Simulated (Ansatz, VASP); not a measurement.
**One calculation of CdO, two programs**

```xyz
2
Lattice="0.0000 2.3530 2.3530 2.3530 0.0000 2.3530 2.3530 2.3530 0.0000" Properties=species:S:1:pos:R:3 pbc="T T T"
Cd    0.0000    0.0000    0.0000
O     2.3530    2.3530    2.3530
```

Alike in both runs: task single point; functional r2SCAN; k mesh 6 × 6 × 6; occupations fermi-dirac, width 0.02 eV; no spin polarisation.

|  | VASP | Ansatz |
| --- | --- | --- |
| version | VASP 6.6.1 | Ansatz 0.2.0 |
| potentials or method | VASP PAW PBE potentials, release 64 (Cd, O) | plane waves, PAW |
| plane-wave cutoff (eV) | 660 | 500 |
| valence electrons in the cell | 18 | 26 |

```csv
,VASP,Ansatz,Ansatz less VASP
pressure (GPa),1.6,0.0,-1.57
```

VASP's potentials were made for PBE, not for r2SCAN. VASP's potentials hold 18 valence electrons a cell and Ansatz's 26, so a difference there can come from the potentials and not from the codes.
